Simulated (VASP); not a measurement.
# BAs (I-4m2) in VASP: a series of runs, part 2 of 2

VASP 6.6.1. Earlier steps stand in the parts before.

## 3. Relaxation of the atoms, PBE (strained cell)

The input, INCAR:

```
SYSTEM = BAs
ALGO = Normal ; EDIFF = 1E-7
EDIFFG = -0.002 ; ENCUT = 450
GGA = PE ; GGA_COMPAT = .FALSE.
IBRION = 2 ; ISIF = 2
ISMEAR = 0 ; LASPH = .TRUE.
LCHARG = .FALSE. ; LREAL = .FALSE.
LWAVE = .FALSE. ; NELM = 120
NELMIN = 4 ; NSW = 60
PREC = Accurate ; SIGMA = 0.02
```

The input, KPOINTS:

```
k-points
0
G
  8 8 8
  0 0 0
```

The input, POSCAR:

```
BAs
1.0
    0.0000000000      2.3805122038      2.4189851283
    2.3805122038      0.0000000000      2.4189851283
    2.3805122038      2.3805122038      0.0000000000
B As
1 1
Direct
    0.0000000000      0.0000000000      0.0000000000
    0.2500000000      0.2500000000      0.2500000000
```

Potentials or basis: VASP PAW PBE potentials, release 64 (B, As).

Run with:

```bash
$ cat potpaw_PBE.64/B/POTCAR potpaw_PBE.64/As/POTCAR > POTCAR
$ mpirun -np 1 vasp_std > vasp.out
```

OUTCAR:

```text
SYSTEM = BAs
   EDIFF = 1E-7
   EDIFFG = -0.002
   ENCUT = 450
   GGA = PE
   IBRION = 2
   ISIF = 2
   ISMEAR = 0
   LASPH = .TRUE.
   LREAL = .FALSE.
   NELM = 120
   NELMIN = 4
   NSW = 60
   PREC = Accurate

 ion  position               nearest neighbor table
   1  0.000  0.000  0.000-   2 2.07   2 2.07   2 2.07   2 2.07
   2  0.250  0.250  0.250-   1 2.07   1 2.07   1 2.07   1 2.07

  LATTYP: Found a body centered tetragonal cell.
 ALAT       =     3.3665526440
 C/A-ratio  =     1.4370695391

  Lattice vectors:

 A1 = (  -2.3805122038,   0.0000000000,   2.4189851283)
 A2 = (   2.3805122038,   0.0000000000,   2.4189851283)
 A3 = (   0.0000000000,   2.3805122038,  -2.4189851283)

Analysis of symmetry for initial positions (statically):
=====================================================================
 Subroutine PRICEL returns:
 Original cell was already a primitive cell.

 Routine SETGRP: Setting up the symmetry group for a
 body centered tetragonal supercell.

 Subroutine GETGRP returns: Found  8 space group operations
 (whereof  8 operations were pure point group operations)
 out of a pool of 16 trial point group operations.

[... 169 lines left out ...]

 k-point     1 :       0.0000    0.0000    0.0000
  band No.  band energies     occupation
      1      -9.2855      2.00000
      2       5.9564      2.00000
      3       6.1142      2.00000
      4       6.1142      2.00000
      5       9.2974      0.00000
      6       9.2974      0.00000
      7       9.4005      0.00000
      8      10.6693      0.00000
[... 243 lines left out ...]
 k-point    24 :       0.3750   -0.0000    0.1250
  band No.  band energies     occupation
      1      -7.3526      2.00000
      2      -0.5426      2.00000
      3       3.6520      2.00000
      4       3.7667      2.00000
      5       9.1838      0.00000
      6      11.0058      0.00000
      7      12.1054      0.00000
      8      13.3753      0.00000

 [... further k-points ...]

------------------------ aborting loop because EDIFF is reached ----------------------------------------

  FORCE on cell =-STRESS in cart. coord.  units (eV):
  Direction    XX          YY          ZZ          XY          YZ          ZX
  --------------------------------------------------------------------------------------
  -------------------------------------------------------------------------------------
  Total        0.6333756      0.6333756      0.0578361      0.0000000      0.0000000      0.0000000
  in kB       37.0141598     37.0141598      3.3799130      0.0000000      0.0000000      0.0000000
  external PRESSURE =      25.8027442 kB  Pullay stress =       0.0000000 kB

 VOLUME and BASIS-vectors are now :
 -----------------------------------------------------------------------------
  energy-cutoff  :      450.00
  volume of cell :       27.42
      direct lattice vectors                 reciprocal lattice vectors
     0.000000000  2.380512204  2.418985128    -0.210038831  0.210038831  0.206698253
     2.380512204  0.000000000  2.418985128     0.210038831 -0.210038831  0.206698253
     2.380512204  2.380512204  0.000000000     0.210038831  0.210038831 -0.206698253

 POSITION                                       TOTAL-FORCE (eV/Angst)
 -----------------------------------------------------------------------------------
      0.00000      0.00000      0.00000         0.000000     -0.000000     -0.000000
      1.19026      1.19026      1.20949        -0.000000      0.000000      0.000000
 -----------------------------------------------------------------------------------
    total drift:                                0.000000      0.000000      0.000000

  FREE ENERGIE OF THE ION-ELECTRON SYSTEM (eV)
  ---------------------------------------------------
  free  energy   TOTEN  =       -11.4036368018 eV

  energy  without entropy=      -11.4036368018  energy(sigma->0) =      -11.40363680

 reached required accuracy - stopping structural energy minimisation
```

CONTCAR:

```text
BAs
   1.00000000000000
     0.0000000000000000    2.3805122037999999    2.4189851283000001
     2.3805122037999999    0.0000000000000000    2.4189851283000001
     2.3805122037999999    2.3805122037999999    0.0000000000000000
  B               As
     1     1
Direct
     0.0000000000000000    0.0000000000000000    0.0000000000000000
     0.2500000000000000    0.2500000000000000    0.2500000000000000

  0.00000000E+00  0.00000000E+00  0.00000000E+00
  0.00000000E+00  0.00000000E+00  0.00000000E+00
```

It took 15 s on 1 thread of Intel Xeon 8259CL, shared host; peak memory 0.14 GiB.

Results:

```
Free energy             : -11.4036 eV
Pressure after relaxing : 2.6 GPa
Band gap on the k mesh  : 1.07 eV (least direct gap 3.18 eV)
```

Stress tensor (GPa, compression positive):
```
3.70 0.00 0.00
0.00 3.70 0.00
0.00 0.00 0.34
```

Final structure:
```yaml
crystal:
  lattice:
    - [0.00000, 2.38051, 2.41899]
    - [2.38051, 0.00000, 2.41899]
    - [2.38051, 2.38051, 0.00000]
  atoms:
    - { symbol: B, position: [0.00000, 0.00000, 0.00000] }
    - { symbol: As, position: [0.25000, 0.25000, 0.25000] }
```

Caveat: the cell differs from its parent crystal (strained cell). A k mesh can miss the band edges.

## 4. Relaxation of the atoms, PBE (strained cell)

The input, INCAR:

```
ALGO     = Normal         # electronic algorithm
EDIFF    = 1E-7           # SCF threshold, eV
EDIFFG   = -0.002         # ionic threshold
ENCUT    = 450            # plane-wave cutoff, eV
GGA      = PE             # functional
GGA_COMPAT= False        
IBRION   = 2              # ionic algorithm
ISIF     = 2              # what is computed and relaxed
ISMEAR   = 0              # smearing method
LASPH    = True           # aspherical terms in the spheres
LCHARG   = False          # write CHGCAR
LREAL    = False          # projectors in reciprocal space
LWAVE    = False          # write WAVECAR
NELM     = 120            # most SCF steps
NELMIN   = 4            
NSW      = 60             # ionic steps
PREC     = Accurate       # precision mode
SIGMA    = 0.02           # smearing width, eV
```

The input, KPOINTS:

```
k-points
0
Gamma
  8 8 8
```

The input, POSCAR:

```
BAs
1.0
    0.0000000000      2.3805122038      2.4137191900
    2.3805122038      0.0000000000      2.4137191900
    2.3805122038      2.3805122038      0.0000000000
B As
1 1
Direct
    0.0000000000      0.0000000000      0.0000000000
    0.2500000000      0.2500000000      0.2500000000
```

Run with:

```bash
$ cat potpaw_PBE.64/B/POTCAR potpaw_PBE.64/As/POTCAR > POTCAR
$ mpirun -np 1 vasp_std > vasp.out
```

Wall time 15 s (1 thread of Intel Xeon 8259CL, shared host); peak memory 0.14 GiB.

Results (log left out):

| Property | Result |
| --- | --- |
| Free energy | -11.4034 eV |
| Pressure after relaxing | 2.9 GPa |
| Band gap on the k mesh | 1.09 eV (least direct gap 3.20 eV) |

Stress tensor (GPa, compression positive):
```
3.86 0.00 0.00
0.00 3.86 0.00
0.00 0.00 0.96
```

Final structure:
```
B As
1.0
     0.00000    2.38051    2.41372
     2.38051    0.00000    2.41372
     2.38051    2.38051    0.00000
B As
1 1
Direct
  0.00000 0.00000 0.00000
  0.25000 0.25000 0.25000
```

Levels at points of the mesh, in eV from the valence-band top:
```tsv
k point	band 1	band 2	band 3	band 4	band 5	band 6	band 7	band 8
(0.00, 0.00, 0.00)	-15.41	-0.14	0.00	0.00	3.20	3.20	3.29	4.59
(0.50, 0.00, 0.00)	-12.55	-8.81	-1.94	-1.78	2.61	4.69	4.79	8.81
(0.50, 0.50, 0.00)	-11.32	-8.63	-4.02	-4.02	1.49	1.52	11.27	11.27
(0.50, 0.00, 0.50)	-11.20	-8.52	-4.16	-4.14	1.33	1.34	11.18	11.38
```

Caveat: the cell differs from its parent crystal (strained cell). A k mesh can miss the band edges.

## 5. Relaxation of the atoms, PBE (strained cell)

The input, INCAR:

```
  PREC = Accurate
  ENCUT = 450
  EDIFF = 1E-7
  ISMEAR = 0
  SIGMA = 0.02
  LREAL = F
  LASPH = T
  NELM = 120
  ALGO = Normal
  ISIF = 2
  LWAVE = F
  LCHARG = F
  GGA = PE
  IBRION = 2
  NSW = 60
  EDIFFG = -0.002
  GGA_COMPAT = F
  NELMIN = 4
```

The input, KPOINTS:

```
regular mesh
0
Gamma
  8 8 8
```

The input, POSCAR:

```
BAs
1.0
    0.0000000000      2.3805122038      2.4161691154
    2.3805122038      0.0000000000      2.4161691154
    2.3805122038      2.3805122038      0.0000000000
B As
1 1
Direct
    0.0000000000      0.0000000000      0.0000000000
    0.2500000000      0.2500000000      0.2500000000
```

Run with:

```bash
$ cat potpaw_PBE.64/B/POTCAR potpaw_PBE.64/As/POTCAR > POTCAR
$ mpirun -np 1 vasp_std > vasp.out
```

Wall time 15 s (1 thread of Intel Xeon 8259CL, shared host); peak memory 0.14 GiB.

It converged, with:

| Property | Result |
| --- | --- |
| Free energy | -11.4035 eV |
| Pressure after relaxing | 2.7 GPa |
| Band gap on the k mesh | 1.08 eV (least direct gap 3.19 eV) |

Stress tensor (GPa, compression positive):
```
3.79 0.00 0.00
0.00 3.79 0.00
0.00 0.00 0.67
```

Final structure:
```
B As
1.0
     0.00000    2.38051    2.41617
     2.38051    0.00000    2.41617
     2.38051    2.38051    0.00000
B As
1 1
Cartesian
  0.0000 0.0000 0.0000
  1.1903 1.1903 1.2081
```

Levels at points of the mesh, in eV from the valence-band top:
| k point | band 2 | band 3 | band 4 | band 5 | band 6 | band 7 |
| --- | --- | --- | --- | --- | --- | --- |
| (0.00, 0.00, 0.00) | -0.15 | 0.00 | 0.00 | 3.19 | 3.19 | 3.29 |
| (0.50, 0.00, 0.00) | -8.80 | -1.95 | -1.77 | 2.60 | 4.68 | 4.79 |
| (0.50, 0.50, 0.00) | -8.63 | -4.01 | -4.01 | 1.50 | 1.52 | 11.26 |
| (0.50, 0.00, 0.50) | -8.51 | -4.17 | -4.14 | 1.33 | 1.34 | 11.16 |

Caveat: the cell differs from its parent crystal (strained cell).

## 6. The runs side by side

| task | cell | cutoff (eV) | smearing | gap on the mesh (eV) | pressure (GPa) |
| --- | --- | --- | --- | --- | --- |
| single point | a = 3.392, b = 3.392, c = 3.367 Å, angles 60.2, 60.2, 59.5°, 2 atoms | 500 | gaussian 0.01 eV | 1.08 | 2.7 |
| relaxation of the atoms | atoms relaxed from a = 3.394, b = 3.394, c = 3.367 Å, angles 60.3, 60.3, 59.5°, 2 atoms | 450 | gaussian 0.02 eV | 1.07 | 2.6 |
| relaxation of the atoms | atoms relaxed from a = 3.390, b = 3.390, c = 3.367 Å, angles 60.2, 60.2, 59.5°, 2 atoms | 450 | gaussian 0.02 eV | 1.09 | 2.9 |
| relaxation of the atoms | atoms relaxed from a = 3.392, b = 3.392, c = 3.367 Å, angles 60.2, 60.2, 59.5°, 2 atoms | 450 | gaussian 0.02 eV | 1.08 | 2.7 |

Alike in all rows: level PBE; potentials or basis VASP PAW PBE potentials, release 64 (B, As); no spin polarisation; k mesh 8 × 8 × 8.

Total energies depend on the potentials used, so only differences within one code and one set of settings carry meaning.
